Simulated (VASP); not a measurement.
# ZnS (F-43m) in VASP: further runs

Runs on ZnS. Level: LDA. Tasks: single point, relaxation of cell and atoms.

Program: VASP 6.6.1. These are calculated values, not measurements. Logs are shortened: lines on timing, memory, paths and dates and some standing lists are left out, and cuts for length are marked.

## (1) The cell of the first run

The structure is cubic, space group F-43m (No. 216). The conventional cell has a = 5.297 Å, b = 5.297 Å, c = 5.297 Å, α = 90.00°, β = 90.00°, γ = 90.00°. Zn (site symmetry -43m) has 4 S at 2.29 Å within 3.0 Å. Within 3.0 Å of S (site symmetry -43m) lie 4 Zn at 2.29 Å.

## (2) Single point, LDA

Input file INCAR:

```
PREC = Accurate
ENCUT = 520
EDIFF = 1E-6
ISMEAR = 0
SIGMA = 0.02
LREAL = False
LASPH = True
NELM = 80
ALGO = Normal
ISIF = 2
LWAVE = False
LCHARG = False
GGA = CA
NBANDS = 16
```

Input file KPOINTS:

```
Automatic mesh
0
Gamma
  10 10 10
```

Input file POSCAR:

```
ZnS
1.0
    0.0000000000      2.6484239310      2.6484239310
    2.6484239310      0.0000000000      2.6484239310
    2.6484239310      2.6484239310      0.0000000000
Zn S
1 1
Direct
    0.0000000000      0.0000000000      0.0000000000
    0.7500000000      0.7500000000      0.7500000000
```

Potentials or basis: VASP PAW LDA potentials, release 64 (Zn, S).

The run is started by

```console
> cat potpaw_LDA.64/Zn/POTCAR potpaw_LDA.64/S/POTCAR > POTCAR
> mpirun -np 1 vasp_std > vasp.out
```

OUTCAR:

```text
PREC = Accurate
   ENCUT = 520
   EDIFF = 1E-6
   ISMEAR = 0
   LREAL = False
   LASPH = True
   NELM = 80
   ISIF = 2
   GGA = CA

 ion  position               nearest neighbor table
   1  0.000  0.000  0.000-   2 2.29   2 2.29   2 2.29   2 2.29
   2  0.750  0.750  0.750-   1 2.29   1 2.29   1 2.29   1 2.29

  LATTYP: Found a face centered cubic cell.
 ALAT       =     5.2968478620

  Lattice vectors:

 A1 = (   0.0000000000,   2.6484239310,   2.6484239310)
 A2 = (   2.6484239310,   0.0000000000,   2.6484239310)
 A3 = (   2.6484239310,   2.6484239310,   0.0000000000)

Analysis of symmetry for initial positions (statically):
=====================================================================
 Subroutine PRICEL returns:
 Original cell was already a primitive cell.

 Routine SETGRP: Setting up the symmetry group for a
 face centered cubic supercell.

 Subroutine GETGRP returns: Found 24 space group operations
 (whereof 24 operations were pure point group operations)
 out of a pool of 48 trial point group operations.

The static configuration has the point symmetry T_d .

Analysis of symmetry for dynamics (positions and initial velocities):
=====================================================================
 Subroutine PRICEL returns:
 Original cell was already a primitive cell.

 Routine SETGRP: Setting up the symmetry group for a
 face centered cubic supercell.

 Subroutine GETGRP returns: Found 24 space group operations
 (whereof 24 operations were pure point group operations)
 out of a pool of 48 trial point group operations.

The dynamic configuration has the point symmetry T_d .

 Subroutine INISYM returns: Found 24 space group operations
 (whereof 24 operations are pure point group operations),
 and found     1 'primitive' translations

----------------------------------------------------------------------------------------

                                     Primitive cell

  volume of cell :      37.1529

  direct lattice vectors                    reciprocal lattice vectors
     0.000000000  2.648423931  2.648423931    -0.188791528  0.188791528  0.188791528
     2.648423931  0.000000000  2.648423931     0.188791528 -0.188791528  0.188791528
     2.648423931  2.648423931  0.000000000     0.188791528  0.188791528 -0.188791528

  length of vectors
     3.745437042  3.745437042  3.745437042     0.326996518  0.326996518  0.326996518

  position of ions in fractional coordinates (direct lattice)
     0.000000000  0.000000000  0.000000000
[... 72 lines left out ...]
   ISPIN  =      1    spin polarized calculation?
   LNONCOLLINEAR =      F non collinear calculations
   LSORBIT =      F    spin-orbit coupling
   LASPH  =      T    aspherical Exc in radial PAW
   ENCUT  =  520.0 eV  38.22 Ry    6.18 a.u.   6.96  6.96  6.96*2*pi/ulx,y,z
   NELM   =     80;   NELMIN=  2; NELMDL= -5     # of ELM steps
   EDIFF  = 0.1E-05   stopping-criterion for ELM
   LREAL  =      F    real-space projection
   EDIFFG = 0.1E-04   stopping-criterion for IOM
   NSW    =      0    number of steps for IOM
   IBRION =     -1    ionic relax: 0-MD 1-quasi-New 2-CG
   NFREE  =      0    steps in history (QN), initial steepest desc. (CG)
   ISIF   =      2    stress and relaxation
   ISYM   =      2    0-nonsym 1-usesym 2-fastsym
   POTIM  = 0.5000    time-step for ionic-motion
   TEBEG  =    0.0;   TEEND  =   0.0 temperature during run
   PSTRESS=    0.0 pullay stress
   NELECT =      18.0000    total number of electrons
   NUPDOWN=      -1.0000    fix difference up-down
   EMIN   =  10.00;   EMAX   =-10.00  energy-range for DOS
   EFERMI =   0.00;   METHOD = LEGACY
   ISMEAR =     0;   SIGMA  =   0.02  broadening in eV -4-tet -1-fermi 0-gaus
   EFERMI_NEDOS =   21; number of points for ismear=-14 and -15
   IALGO  =     38    algorithm
   IMIX   =      4    mixing-type and parameters
     AMIX     =   0.40;   BMIX     =  1.00
     AMIX_MAG =   1.60;   BMIX_MAG =  1.00
  volume/ion in A,a.u.               =      18.58       125.36
  Fermi-wavevector in a.u.,A,eV,Ry     =   1.285784  2.429780 22.493718  1.653242
  Thomas-Fermi vector in A             =   2.417898
   LORBIT       =      0    0 simple, 1 ext, 2 COOP (PROOUT), +10 PAW based schemes
   GGA     = CA    functional components
   LHFCALC =     F    Hartree Fock is set to
   AEXX    =    0.0000 exact exchange contribution
   IVDW    =     0    specifies the selected vdW correction
   LEPSILON=     F    determine dielectric tensor
   LRPA    =     F    only Hartree local field effects (RPA)
 non-spin polarized calculation
 Gauss-broadening in eV      SIGMA  =   0.02
  energy-cutoff  :      520.00
  volume of cell :       37.15
 maximum number of plane-waves:      1012
   NGX = 13   NGY = 13   NGZ = 13

 number of electron      18.0000014 magnetization

 Free energy of the ion-electron system (eV)
  ---------------------------------------------------
  ext. energy  EPLUGINS =         0.00000000
  ---------------------------------------------------
  free energy    TOTEN  =        -8.20788167 eV

  energy without entropy =       -8.20788167  energy(sigma->0) =       -8.20788167

 E-fermi :   2.6417     XC(G=0): -10.3163

 val. band max:        2.5130475799   @ k =   0.0000   0.0000   0.0000
 cond. band min:       4.6731593319   @ k =   0.0000   0.0000   0.0000
 fundamental gap:      2.1601117520
 Fermi energy:         2.6417006616

 k-point     1 :       0.0000    0.0000    0.0000
  band No.  band energies     occupation
      1     -11.0343      2.00000
      2      -4.2434      2.00000
      3      -4.2434      2.00000
      4      -4.2434      2.00000
      5      -3.6902      2.00000
      6      -3.6902      2.00000
[... 433 lines left out ...]
      3      -3.9706      2.00000
      4      -3.9632      2.00000
      5      -3.6686      2.00000
      6      -3.6239      2.00000
[... 8 lines left out ...]
     15      16.0164      0.00000
     16      18.6383      0.00000

 [... further k-points ...]
[... 5 lines left out ...]
  --------------------------------------------------------------------------------------
  -------------------------------------------------------------------------------------
  Total        0.0528519      0.0528519      0.0528519     -0.0000000      0.0000000      0.0000000
  in kB        2.2791803      2.2791803      2.2791803     -0.0000000      0.0000000      0.0000000
  external PRESSURE =       2.2791803 kB  Pullay stress =       0.0000000 kB

 VOLUME and BASIS-vectors are now :
 -----------------------------------------------------------------------------
  energy-cutoff  :      520.00
  volume of cell :       37.15
      direct lattice vectors                 reciprocal lattice vectors
     0.000000000  2.648423931  2.648423931    -0.188791528  0.188791528  0.188791528
     2.648423931  0.000000000  2.648423931     0.188791528 -0.188791528  0.188791528
     2.648423931  2.648423931  0.000000000     0.188791528  0.188791528 -0.188791528

 POSITION                                       TOTAL-FORCE (eV/Angst)
 -----------------------------------------------------------------------------------
      0.00000      0.00000      0.00000         0.000000     -0.000000      0.000000
      3.97264      3.97264      3.97264        -0.000000      0.000000     -0.000000
 -----------------------------------------------------------------------------------
    total drift:                               -0.000001     -0.000001     -0.000001

  FREE ENERGIE OF THE ION-ELECTRON SYSTEM (eV)
  ---------------------------------------------------
  free  energy   TOTEN  =        -8.2078816719 eV

  energy  without entropy=       -8.2078816719  energy(sigma->0) =       -8.20788167
```

OSZICAR:

```text
N       E                     dE             d eps       ncg     rms          rms(c)
DAV:   1     0.862221678706E+02    0.86222E+02   -0.89574E+03  1512   0.138E+03
DAV:   2    -0.324213044978E+01   -0.89464E+02   -0.83527E+02  1736   0.259E+02
DAV:   3    -0.859086671539E+01   -0.53487E+01   -0.53284E+01  1848   0.623E+01
DAV:   4    -0.864545017526E+01   -0.54583E-01   -0.54573E-01  1888   0.657E+00
DAV:   5    -0.864608509364E+01   -0.63492E-03   -0.63491E-03  1920   0.675E-01    0.768E+00
DAV:   6    -0.824500188398E+01    0.40108E+00   -0.75136E-01  2272   0.318E+01    0.590E+00
DAV:   7    -0.821467237888E+01    0.30330E-01   -0.23531E-01  1912   0.502E+00    0.278E+00
DAV:   8    -0.820841883411E+01    0.62535E-02   -0.55617E-03  2192   0.131E+00    0.612E-01
DAV:   9    -0.820787067984E+01    0.54815E-03   -0.12136E-03  1776   0.256E-01    0.815E-02
DAV:  10    -0.820788607069E+01   -0.15391E-04   -0.10050E-04  1824   0.940E-02    0.279E-02
DAV:  11    -0.820788154164E+01    0.45291E-05   -0.13525E-05  2312   0.745E-02    0.512E-03
DAV:  12    -0.820788167187E+01   -0.13023E-06   -0.13973E-06  1312   0.111E-02
   1 F= -.82078817E+01 E0= -.82078817E+01  d E =-.362111E-22
```

It took 9.8 s on 1 thread of Intel Xeon 6975P-C (Granite Rapids), shared host; peak memory 0.14 GiB.

Results:

* Free energy: -8.2079 eV
* Pressure: 0.2 GPa
* Band gap on the k mesh: 2.16 eV, direct

A hybrid or GW would open this gap; LDA tends to underestimate it.

## (3) Single point, LDA

Input file INCAR:

```
PREC = Accurate
ENCUT = 520
EDIFF = 1E-7
ISMEAR = 0
SIGMA = 0.01
LREAL = F
LASPH = T
NELM = 80
ALGO = Normal
ISIF = 2
LWAVE = F
LCHARG = F
NBANDS = 16
```

KPOINTS is that of step 2.

POSCAR is that of step 2.

Potentials or basis: VASP PAW LDA potentials, release 64 (Zn, S).

The run is started by

```console
> cat potpaw_LDA.64/Zn/POTCAR potpaw_LDA.64/S/POTCAR > POTCAR
> mpirun -np 1 vasp_std > vasp.out
```

Run time: 10 s. Hardware: 1 thread of Intel Xeon 6975P-C (Granite Rapids), shared host; peak memory 0.15 GiB.

It converged, with:

```
Free energy            : -8.2079 eV
Pressure               : 0.3 GPa
Band gap on the k mesh : 2.16 eV, direct
```

Levels at points of the mesh, in eV from the valence-band top:
| k point | band 5 | band 6 | band 7 | band 8 | band 9 | band 10 | band 11 | band 12 | band 13 | band 14 |
| --- | --- | --- | --- | --- | --- | --- | --- | --- | --- | --- |
| (0.00, 0.00, 0.00) | -6.20 | -6.20 | 0.00 | 0.00 | 0.00 | 2.16 | 6.21 | 6.21 | 6.21 | 11.83 |
| (0.50, 0.00, 0.00) | -6.17 | -5.98 | -5.78 | -0.97 | -0.97 | 3.23 | 6.76 | 6.76 | 8.85 | 12.15 |
| (0.50, 0.50, 0.00) | -6.12 | -5.96 | -4.91 | -2.47 | -2.47 | 3.06 | 3.89 | 11.16 | 12.20 | 12.20 |

## (4) Relaxation of cell and atoms, LDA

This run uses another cell than the first one, of 19.55 Å³/atom, 1.052 times its volume.

Input file INCAR:

```
PREC = Accurate
ENCUT = 600
EDIFF = 1E-6
ISMEAR = 0
SIGMA = 0.02
LREAL = F
LASPH = T
NELM = 80
ALGO = Normal
ISIF = 3
LWAVE = F
LCHARG = F
IBRION = 2
NSW = 100
EDIFFG = -0.005
```

KPOINTS is that of step 3.

Input file POSCAR:

```
ZnS
1.0
    0.0000000000      2.6936828800      2.6936828800
    2.6936828800      0.0000000000      2.6936828800
    2.6936828800      2.6936828800      0.0000000000
Zn S
1 1
Direct
    0.0000000000      0.0000000000      0.0000000000
    0.7500000000      0.7500000000      0.7500000000
```

Potentials or basis: VASP PAW LDA potentials, release 64 (Zn, S).

The run is started by

```console
> cat potpaw_LDA.64/Zn/POTCAR potpaw_LDA.64/S/POTCAR > POTCAR
> mpirun -np 1 vasp_std > vasp.out
```

OUTCAR:

```text
PREC = Accurate
   ENCUT = 600
   EDIFF = 1E-6
   ISMEAR = 0
   LREAL = F
   LASPH = T
   NELM = 80
   ISIF = 3
   IBRION = 2
   NSW = 100
   EDIFFG = -0.005

 ion  position               nearest neighbor table
   1  0.000  0.000  0.000-   2 2.33   2 2.33   2 2.33   2 2.33
   2  0.750  0.750  0.750-   1 2.33   1 2.33   1 2.33   1 2.33

  LATTYP: Found a face centered cubic cell.
 ALAT       =     5.3873657600

  Lattice vectors:

 A1 = (   0.0000000000,   2.6936828800,   2.6936828800)
 A2 = (   2.6936828800,   0.0000000000,   2.6936828800)
 A3 = (   2.6936828800,   2.6936828800,   0.0000000000)

Analysis of symmetry for initial positions (statically):
=====================================================================
 Subroutine PRICEL returns:
 Original cell was already a primitive cell.

 Routine SETGRP: Setting up the symmetry group for a
 face centered cubic supercell.

 Subroutine GETGRP returns: Found 24 space group operations
 (whereof 24 operations were pure point group operations)
 out of a pool of 48 trial point group operations.

The static configuration has the point symmetry T_d .

Analysis of symmetry for dynamics (positions and initial velocities):
=====================================================================
 Subroutine PRICEL returns:
 Original cell was already a primitive cell.

 Routine SETGRP: Setting up the symmetry group for a
 face centered cubic supercell.

 Subroutine GETGRP returns: Found 24 space group operations
 (whereof 24 operations were pure point group operations)
 out of a pool of 48 trial point group operations.

The dynamic configuration has the point symmetry T_d .

 Subroutine INISYM returns: Found 24 space group operations
 (whereof 24 operations are pure point group operations),
 and found     1 'primitive' translations

[... 125 lines left out ...]
 conjugate gradient relaxation of ions
 non-spin polarized calculation
 Gauss-broadening in eV      SIGMA  =   0.02
  energy-cutoff  :      600.00
  volume of cell :       39.09
 maximum number of plane-waves:      1326
   NGX = 15   NGY = 15   NGZ = 15

--------------------------------------- Ionic step        1  -------------------------------------------

 number of electron      18.0000016 magnetization

 Free energy of the ion-electron system (eV)
  ---------------------------------------------------
  ext. energy  EPLUGINS =         0.00000000
  ---------------------------------------------------
  free energy    TOTEN  =        -8.18634966 eV

  energy without entropy =       -8.18634966  energy(sigma->0) =       -8.18634966

------------------------ aborting loop because EDIFF is reached ----------------------------------------

  FORCE on cell =-STRESS in cart. coord.  units (eV):
  Direction    XX          YY          ZZ          XY          YZ          ZX
  --------------------------------------------------------------------------------------
  -------------------------------------------------------------------------------------
  Total       -0.8908531     -0.8908531     -0.8908531      0.0000000      0.0000000     -0.0000000
  in kB      -36.5129789    -36.5129789    -36.5129789      0.0000000      0.0000000     -0.0000000
  external PRESSURE =     -36.5129789 kB  Pullay stress =       0.0000000 kB
[... 167 lines left out ...]
--------------------------------------- Ionic step        6  -------------------------------------------

 number of electron      17.9999988 magnetization

 Free energy of the ion-electron system (eV)
  ---------------------------------------------------
  ext. energy  EPLUGINS =         0.00000000
  ---------------------------------------------------
  free energy    TOTEN  =        -8.20859065 eV

  energy without entropy =       -8.20859065  energy(sigma->0) =       -8.20859065

 E-fermi :   2.5769     XC(G=0): -10.3037

 val. band max:        2.4854363152   @ k =   0.0000   0.0000   0.0000
 cond. band min:       4.6335448526   @ k =   0.0000   0.0000   0.0000
 fundamental gap:      2.1481085374
 Fermi energy:         2.5768609048

 k-point     1 :       0.0000    0.0000    0.0000
  band No.  band energies     occupation
      1     -11.0410      2.00000
      2      -4.2590      2.00000
      3      -4.2590      2.00000
      4      -4.2590      2.00000
      5      -3.7093      2.00000
      6      -3.7093      2.00000
      7       2.4854      2.00000
      8       2.4854      2.00000
      9       2.4854      2.00000
     10       4.6335      0.00000
     11       8.6968      0.00000
     12       8.6968      0.00000
     13       8.6968      0.00000
[... 354 lines left out ...]
  band No.  band energies     occupation
      1      -9.9463      2.00000
      2      -4.3092      2.00000
      3      -3.9878      2.00000
      4      -3.9804      2.00000
      5      -3.6875      2.00000
      6      -3.6435      2.00000
      7      -1.5066      2.00000
      8       0.2752      2.00000
      9       0.5118      2.00000
     10       6.2587      0.00000
     11       7.0910      0.00000
     12      11.2755      0.00000
     13      12.2529      0.00000

 [... further k-points ...]
[... 5 lines left out ...]
  --------------------------------------------------------------------------------------
  -------------------------------------------------------------------------------------
  Total       -0.0024086     -0.0024086     -0.0024086     -0.0000000      0.0000000      0.0000000
  in kB       -0.1035894     -0.1035894     -0.1035894     -0.0000000      0.0000000      0.0000000
  external PRESSURE =      -0.1035894 kB  Pullay stress =       0.0000000 kB
[... 17 lines left out ...]
  FREE ENERGIE OF THE ION-ELECTRON SYSTEM (eV)
  ---------------------------------------------------
  free  energy   TOTEN  =        -8.2085906490 eV

  energy  without entropy=       -8.2085906490  energy(sigma->0) =       -8.20859065

 reached required accuracy - stopping structural energy minimisation
```

CONTCAR:

```text
ZnS
   1.00000000000000
     0.0000000000000000    2.6507970287975300    2.6507970287975300
     2.6507970287975300   -0.0000000000000000    2.6507970287975300
     2.6507970287975300    2.6507970287975300   -0.0000000000000000
  Zn              S
     1     1
Direct
     0.0000000000000000    0.0000000000000000    0.0000000000000000
     0.7500000000000000    0.7500000000000000    0.7500000000000000

  0.00000000E+00  0.00000000E+00  0.00000000E+00
  0.00000000E+00  0.00000000E+00  0.00000000E+00
```

Wall time 42 s (1 thread of Intel Xeon 6975P-C (Granite Rapids), shared host); peak memory 0.16 GiB.

What came out:

```yaml
Free_energy: -8.2086 eV
Relaxed_volume: 18.63 Å³/atom
Relaxed_cell: a = 3.749 Å, b = 3.749 Å, c = 3.749 Å, α = 60.00°, β = 60.00°, γ = 60.00°
Space_group_after_relaxing_to_0.05_Å: F-43m (No. 216)
Energy_gained_by_relaxing: 11.1 meV/atom
Ionic_steps: 6
Pressure_after_relaxing: 0.0 GPa
Band_gap_on_the_k_mesh: 2.15 eV, direct
```

Step by step:
| step | energy change (eV) | largest force (eV/Å) | pressure (GPa) | volume (Å³) |
| --- | --- | --- | --- | --- |
| 1 | 0.0000 | 0.0000 | -3.65 | 39.09 |
| 2 | -0.0192 | 0.0000 | 1.51 | 36.62 |
| 3 | -0.0222 | 0.0000 | -0.09 | 37.24 |
| 4 | -0.0222 | 0.0000 | 0.15 | 37.21 |
| 5 | -0.0222 | 0.0000 | -0.07 | 37.30 |
| 6 | -0.0222 | 0.0000 | -0.01 | 37.25 |

Final structure:
```xyz
2
Lattice="0.0000 2.6508 2.6508 2.6508 0.0000 2.6508 2.6508 2.6508 0.0000" Properties=species:S:1:pos:R:3 pbc="T T T"
Zn    0.0000    0.0000    0.0000
S     3.9762    3.9762    3.9762
```

(Part 1 of 2 ends here.)
